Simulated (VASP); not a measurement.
# Pb (P6_3/mmc) in VASP: single point with r2SCAN

Aim: the single point of Pb with r2SCAN.

Program: VASP 6.6.1. These are calculated values, not measurements. Logs are shortened: lines on timing, memory, paths and dates and some standing lists are left out, and cuts for length are marked.

### 1 The cell of the first run

The structure is hexagonal, space group P6_3/mmc (No. 194). Conventional cell: a = 3.583 Å, b = 3.583 Å, c = 5.911 Å, α = 90.00°, β = 90.00°, γ = 120.00°. Within 4.7 Å of Pb (site symmetry -6m2) lie 12 Pb at 3.58 to 3.61 Å.

This isn't the form of Pb at room conditions, which is fcc.

### 2 Single point, r2SCAN (32.85 Å³/atom)

Input file POSCAR:

```
Pb
1.0
    3.5828385191      0.0000000000      0.0000000000
   -1.7914192595      3.1028291752      0.0000000000
    0.0000000000      0.0000000000      5.9106896538
Pb
2
Direct
    0.3333333333      0.6666666667      0.2500000000
    0.6666666667      0.3333333333      0.7500000000
```

Input file INCAR.step1:

```
ALGO = Normal
EDIFF = 1E-4
ENCUT = 520
GGA = PE
ISMEAR = 0
LASPH = True
LCHARG = False
LREAL = False
LWAVE = True
NBANDS = 21
NELM = 100
PREC = Accurate
SIGMA = 0.1
```

Input file INCAR.step2:

```
ALGO = Normal
EDIFF = 1E-6
ENCUT = 520
ISIF = 2
ISMEAR = 0
ISTART = 1
LASPH = True
LCHARG = False
LMIXTAU = True
LREAL = False
LWAVE = False
METAGGA = R2SCAN
NBANDS = 21
NELM = 100
PREC = Accurate
SIGMA = 0.1
```

Input file KPOINTS:

```
k-points
0
Gamma
  15 15 8
```

Potentials or basis: VASP PAW PBE potentials, release 64 (Pb_d).

On the command line:

```sh
$ cat potpaw_PBE.64/Pb_d/POTCAR > POTCAR
$ cp INCAR.step1 INCAR
$ mpirun -np 1 vasp_std > vasp.out
$ cp INCAR.step2 INCAR
$ mpirun -np 1 vasp_std > vasp.out
```

OUTCAR:

```text
EDIFF = 1E-6
   ENCUT = 520
   ISIF = 2
   ISMEAR = 0
   ISTART = 1
   LASPH = True
   LREAL = False
   METAGGA = R2SCAN
   NELM = 100
   PREC = Accurate

 ion  position               nearest neighbor table
   1  0.333  0.667  0.250-   2 3.61   2 3.61   2 3.61   2 3.61   2 3.61   2 3.61
   2  0.667  0.333  0.750-   1 3.61   1 3.61   1 3.61   1 3.61   1 3.61   1 3.61

  LATTYP: Found a hexagonal cell.
 ALAT       =     3.5828385191
 C/A-ratio  =     1.6497225935

  Lattice vectors:

 A1 = (   3.5828385191,   0.0000000000,   0.0000000000)
 A2 = (  -1.7914192595,   3.1028291752,   0.0000000000)
 A3 = (   0.0000000000,   0.0000000000,   5.9106896538)

Analysis of symmetry for initial positions (statically):
=====================================================================
 Subroutine PRICEL returns:
 Original cell was already a primitive cell.

 Routine SETGRP: Setting up the symmetry group for a
 hexagonal supercell.

 Subroutine GETGRP returns: Found 24 space group operations
 (whereof 12 operations were pure point group operations)
 out of a pool of 24 trial point group operations.

The static configuration has the point symmetry D_3d.
 The point group associated with its full space group is D_6h.

Analysis of symmetry for dynamics (positions and initial velocities):
=====================================================================
 Subroutine PRICEL returns:
 Original cell was already a primitive cell.

 Routine SETGRP: Setting up the symmetry group for a
 hexagonal supercell.

 Subroutine GETGRP returns: Found 24 space group operations
 (whereof 12 operations were pure point group operations)
 out of a pool of 24 trial point group operations.

The dynamic configuration has the point symmetry D_3d.
 The point group associated with its full space group is D_6h.

 Subroutine INISYM returns: Found 24 space group operations
 (whereof 12 operations are pure point group operations),
 and found     1 'primitive' translations

----------------------------------------------------------------------------------------

                                     Primitive cell

  volume of cell :      65.7088

  direct lattice vectors                    reciprocal lattice vectors
     3.582838519  0.000000000  0.000000000     0.279108309  0.161143257  0.000000000
    -1.791419260  3.102829175  0.000000000     0.000000000  0.322286515  0.000000000
     0.000000000  0.000000000  5.910689654     0.000000000  0.000000000  0.169184995

  length of vectors
     3.582838519  3.582838519  5.910689654     0.322286515  0.322286515  0.169184995

  position of ions in fractional coordinates (direct lattice)
     0.333333333  0.666666667  0.250000000
     0.666666667  0.333333333  0.750000000

  ion indices of the primitive-cell ions
   primitive index   ion index
                 1           1
                 2           2

----------------------------------------------------------------------------------------

 KPOINTS: k-points

Automatic generation of k-mesh.
 Grid dimensions read from file:
 generate k-points for:   15   15    8

 Generating k-lattice:

  Cartesian coordinates                     Fractional coordinates (reciprocal lattice)
     0.018607221  0.010742884  0.000000000     0.066666667  0.000000000  0.000000000
     0.000000000  0.021485768  0.000000000     0.000000000  0.066666667  0.000000000
     0.000000000  0.000000000  0.021148124     0.000000000  0.000000000  0.125000000

  Length of vectors
     0.021485768  0.021485768  0.021148124

  Shift w.r.t. Gamma in fractional coordinates (k-lattice)
     0.000000000  0.000000000  0.000000000

 Subroutine IBZKPT returns following result:
 ===========================================

 Found    135 irreducible k-points:

 Following reciprocal coordinates:
            Coordinates               Weight
  0.000000  0.000000  0.000000      1.000000
  0.066667  0.000000  0.000000      6.000000
  0.133333  0.000000  0.000000      6.000000
  0.200000 -0.000000  0.000000      6.000000
  0.266667  0.000000  0.000000      6.000000
  0.333333  0.000000  0.000000      6.000000
[... 16 lines left out ...]
  0.333333  0.200000  0.000000     12.000000
  0.400000  0.200000  0.000000      6.000000
 [... further k-points ...]
   k-points           NKPTS =    135   k-points in BZ     NKDIM =    135   number of bands    NBANDS=     21
   number of dos      NEDOS =    301   number of ions     NIONS =      2
   total plane-waves  NPLWV =  37632
   dimension x,y,z NGX =    28 NGY =   28 NGZ =   48
   dimension x,y,z NGXF=    56 NGYF=   56 NGZF=   96
   ions per type =               2
   NGX,Y,Z   is equivalent  to a cutoff of  12.99, 12.99, 13.50 a.u.
   NGXF,Y,Z  is equivalent  to a cutoff of  25.98, 25.98, 27.00 a.u.
 SYSTEM =  unknown system
   PREC   = accura    normal or accurate (medium, high low for compatibility)
   ISTART =      1    job   : 0-new  1-cont  2-samecut
   ICHARG =      0    charge: 1-file 2-atom 10-const
   ISPIN  =      1    spin polarized calculation?
   LNONCOLLINEAR =      F non collinear calculations
   LSORBIT =      F    spin-orbit coupling
   LASPH  =      T    aspherical Exc in radial PAW
   ENCUT  =  520.0 eV  38.22 Ry    6.18 a.u.   6.66  6.66 10.99*2*pi/ulx,y,z
   NELM   =    100;   NELMIN=  2; NELMDL=  0     # of ELM steps
   EDIFF  = 0.1E-05   stopping-criterion for ELM
   LREAL  =      F    real-space projection
   EDIFFG = 0.1E-04   stopping-criterion for IOM
   NSW    =      0    number of steps for IOM
   IBRION =     -1    ionic relax: 0-MD 1-quasi-New 2-CG
   NFREE  =      0    steps in history (QN), initial steepest desc. (CG)
   ISIF   =      2    stress and relaxation
   ISYM   =      2    0-nonsym 1-usesym 2-fastsym
   POTIM  = 0.5000    time-step for ionic-motion
   TEBEG  =    0.0;   TEEND  =   0.0 temperature during run
   PSTRESS=    0.0 pullay stress
   NELECT =      28.0000    total number of electrons
   NUPDOWN=      -1.0000    fix difference up-down
   EMIN   =  10.00;   EMAX   =-10.00  energy-range for DOS
   EFERMI =   0.00;   METHOD = LEGACY
   ISMEAR =     0;   SIGMA  =   0.10  broadening in eV -4-tet -1-fermi 0-gaus
   EFERMI_NEDOS =   21; number of points for ismear=-14 and -15
   IALGO  =     38    algorithm
   IMIX   =      4    mixing-type and parameters
     AMIX     =   0.40;   BMIX     =  1.00
     AMIX_MAG =   1.60;   BMIX_MAG =  1.00
  volume/ion in A,a.u.               =      32.85       221.71
  Fermi-wavevector in a.u.,A,eV,Ry     =   1.231931  2.328012 20.648940  1.517654
  Thomas-Fermi vector in A             =   2.366721
   LORBIT       =      0    0 simple, 1 ext, 2 COOP (PROOUT), +10 PAW based schemes
   METAGGA = R2SCAN    functional components
   LHFCALC =     F    Hartree Fock is set to
   AEXX    =    0.0000 exact exchange contribution
   IVDW    =     0    specifies the selected vdW correction
   LEPSILON=     F    determine dielectric tensor
   LRPA    =     F    only Hartree local field effects (RPA)
 non-spin polarized calculation
 Gauss-broadening in eV      SIGMA  =   0.10
  energy-cutoff  :      520.00
  volume of cell :       65.71
 maximum number of plane-waves:      1804
 NGX is ok and might be reduce to    28
   NGX = 13   NGY = 13   NGZ = 21

 number of electron      28.0000000 magnetization

 Free energy of the ion-electron system (eV)
  ---------------------------------------------------
  ext. energy  EPLUGINS =         0.00000000
  ---------------------------------------------------
  free energy    TOTEN  =      -112.51493932 eV

  energy without entropy =     -112.51101328  energy(sigma->0) =     -112.51297630

 E-fermi :   6.3198     XC(G=0): -10.4992

 val. band max:        6.3137446802   @ k =   0.3333   0.0667   0.0000
 cond. band min:       6.3694981946   @ k =   0.2667   0.1333   0.0000
 fundamental gap:      0.0557535144
 Fermi energy:         6.3197748135

 k-point     1 :       0.0000    0.0000    0.0000
  band No.  band energies     occupation
      1     -11.3405      2.00000
      2     -11.3290      2.00000
      3     -11.3061      2.00000
      4     -11.3061      2.00000
      5     -11.2901      2.00000
      6     -11.2901      2.00000
[... 13 lines left out ...]
     20      16.0079      0.00000
     21      18.0277      0.00000

 k-point     2 :       0.0667    0.0000    0.0000
  band No.  band energies     occupation
      1     -11.3388      2.00000
      2     -11.3292      2.00000
      3     -11.3008      2.00000
      4     -11.2969      2.00000
      5     -11.2882      2.00000
      6     -11.2813      2.00000
[... 13 lines left out ...]
     20      16.1726      0.00000
     21      17.8918      0.00000

 k-point     3 :       0.1333    0.0000    0.0000
  band No.  band energies     occupation
      1     -11.3507      2.00000
      2     -11.3167      2.00000
      3     -11.2950      2.00000
      4     -11.2711      2.00000
      5     -11.2703      2.00000
      6     -11.2577      2.00000
[... 13 lines left out ...]
     20      16.9730      0.00000
     21      17.0567      0.00000

 k-point     4 :       0.2000   -0.0000    0.0000
  band No.  band energies     occupation
      1     -11.3717      2.00000
      2     -11.3049      2.00000
      3     -11.2876      2.00000
      4     -11.2769      2.00000
      5     -11.2656      2.00000
      6     -11.2338      2.00000
[... 13 lines left out ...]
     20      16.2357      0.00000
     21      17.2210      0.00000

 k-point     5 :       0.2667    0.0000    0.0000
  band No.  band energies     occupation
      1     -11.3948      2.00000
      2     -11.3117      2.00000
      3     -11.3007      2.00000
      4     -11.2790      2.00000
      5     -11.2616      2.00000
      6     -11.1915      2.00000
[... 13 lines left out ...]
     20      15.7639      0.00000
     21      16.9184      0.00000

 k-point     6 :       0.3333    0.0000    0.0000
  band No.  band energies     occupation
      1     -11.4161      2.00000
      2     -11.3249      2.00000
      3     -11.3212      2.00000
      4     -11.2912      2.00000
      5     -11.2355      2.00000
      6     -11.1961      2.00000
[... 13 lines left out ...]
     20      15.4096      0.00000
     21      16.6552      0.00000

 k-point     7 :       0.4000    0.0000    0.0000
  band No.  band energies     occupation
      1     -11.4323      2.00000
      2     -11.3446      2.00000
      3     -11.3293      2.00000
      4     -11.3004      2.00000
      5     -11.2152      2.00000
      6     -11.2110      2.00000
[... 13 lines left out ...]
     20      15.1546      0.00000
     21      16.4772      0.00000
[... 291 lines left out ...]
      1     -11.4009      2.00000
      2     -11.3656      2.00000
      3     -11.3002      2.00000
      4     -11.2945      2.00000
      5     -11.2229      2.00000
      6     -11.2089      2.00000
[... 13 lines left out ...]
     20      14.8330      0.00000
     21      18.5407      0.00000

 k-point    21 :       0.2000    0.2000    0.0000
  band No.  band energies     occupation
      1     -11.3362      2.00000
      2     -11.3329      2.00000
      3     -11.3297      2.00000
      4     -11.2895      2.00000
      5     -11.2351      2.00000
      6     -11.2144      2.00000
[... 13 lines left out ...]
     20      16.7827      0.00000
     21      17.3788      0.00000

 k-point    22 :       0.2667    0.2000    0.0000
  band No.  band energies     occupation
      1     -11.3546      2.00000
      2     -11.3458      2.00000
      3     -11.3011      2.00000
      4     -11.2892      2.00000
      5     -11.2265      2.00000
      6     -11.2107      2.00000
[... 13 lines left out ...]
     20      16.7687      0.00000
     21      18.5687      0.00000

 k-point    23 :       0.3333    0.2000    0.0000
  band No.  band energies     occupation
      1     -11.3696      2.00000
      2     -11.3544      2.00000
      3     -11.2857      2.00000
      4     -11.2767      2.00000
      5     -11.2249      2.00000
      6     -11.2167      2.00000
[... 13 lines left out ...]
     20      16.6065      0.00000
     21      19.3905      0.00000

 k-point    24 :       0.4000    0.2000    0.0000
  band No.  band energies     occupation
      1     -11.3749      2.00000
      2     -11.3574      2.00000
      3     -11.2833      2.00000
      4     -11.2687      2.00000
      5     -11.2310      2.00000
      6     -11.2076      2.00000
[... 13 lines left out ...]
     20      16.5483      0.00000
     21      19.9037      0.00000

 [... further k-points ...]
[... 5 lines left out ...]
  --------------------------------------------------------------------------------------
  -------------------------------------------------------------------------------------
  Total       -0.9453575     -0.9453575     -0.9259252     -0.0000000      0.0000000      0.0000000
  in kB      -23.0506617    -23.0506617    -22.5768442     -0.0000000      0.0000000      0.0000000
  external PRESSURE =     -22.8927226 kB  Pullay stress =       0.0000000 kB

 VOLUME and BASIS-vectors are now :
 -----------------------------------------------------------------------------
  energy-cutoff  :      520.00
  volume of cell :       65.71
      direct lattice vectors                 reciprocal lattice vectors
     3.582838519  0.000000000  0.000000000     0.279108309  0.161143257  0.000000000
    -1.791419260  3.102829175  0.000000000     0.000000000  0.322286515  0.000000000
     0.000000000  0.000000000  5.910689654     0.000000000  0.000000000  0.169184995

 POSITION                                       TOTAL-FORCE (eV/Angst)
 -----------------------------------------------------------------------------------
     -0.00000      2.06855      1.47767        -0.000000      0.000000      0.000000
      1.79142      1.03428      4.43302         0.000000     -0.000000      0.000000
 -----------------------------------------------------------------------------------
    total drift:                               -0.000000      0.000000     -0.000000

  FREE ENERGIE OF THE ION-ELECTRON SYSTEM (eV)
  ---------------------------------------------------
  free  energy   TOTEN  =      -112.5149393170 eV

  energy  without entropy=     -112.5110132832  energy(sigma->0) =     -112.51297630
```

Run time: 11 min. Hardware: 1 thread of Intel Xeon Platinum 8259CL at 2.50GHz (Skylake/Cascade Lake), shared host; peak memory 0.29 GiB.

What came out:

| Quantity | Value |
| --- | --- |
| Free energy | -112.5149 eV |
| Pressure | -2.3 GPa |
| Band gap on the k mesh | zero (bands 14 and 15 overlap by 7.34 eV) |

Levels at points of the mesh, in eV from the Fermi level:
```
           k point  band 12  band 13  band 14  band 15  band 16  band 17
(0.00, 0.00, 0.00)    -8.46    -3.96     5.47     5.47     7.05     7.12
(0.00, 0.00, 0.50)   -10.60     0.62     0.62     6.25     6.25     6.25
```

Caveat: the PAW data sets were made with another functional, which shifts forces and pressure a little; spin-orbit coupling is left out, which moves the levels of the heavy elements.

The gap in the log of VASP goes by the Fermi energy; the results here count the filled bands.